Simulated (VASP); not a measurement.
Here is a VASP 6.6.1 calculation.

Contents of INCAR:

```
PREC = Accurate
ENCUT = 600
EDIFF = 1E-6
ISMEAR = 0
SIGMA = 0.1
LREAL = False
LASPH = True
NELM = 120
ALGO = Normal
ISIF = 2
LWAVE = False
LCHARG = True
GGA = PE
LELF = True
LVHAR = True
NBANDS = 16
GGA_COMPAT = False
```

File KPOINTS:

```
regular mesh
0
Gamma
  6 6 4
```

File POSCAR:

```
MgO
1.0
    3.1044380200      0.0000000000      0.0000000000
   -1.5522190100      2.6885221900      0.0000000000
    0.0000000000      0.0000000000      5.1148398800
Mg O
2 2
Direct
    0.0000000000      0.0000000000      0.0000000000
    0.0000000000      0.0000000000      0.5000000000
    0.3333333300      0.6666666700      0.7500000000
    0.6666666700      0.3333333300      0.2500000000
```

Potentials or basis: VASP PAW PBE potentials, release 64 (Mg, O).

Run with:

```bash
$ cat potpaw_PBE.64/Mg/POTCAR potpaw_PBE.64/O/POTCAR > POTCAR
$ mpirun -np 1 vasp_std > vasp.out
```

Problem. What does it give for the band gap on the k mesh?

Solution. 3.56 eV, direct.

Problem. What does it give for the pressure?

Solution. -10.8 GPa.

Stress tensor (GPa, compression positive):
```
-17.73   0.00   0.00
  0.00 -17.73   0.00
  0.00   0.00   2.94
```

PBE gaps usually lie below the measured ones, often by a third to a half.
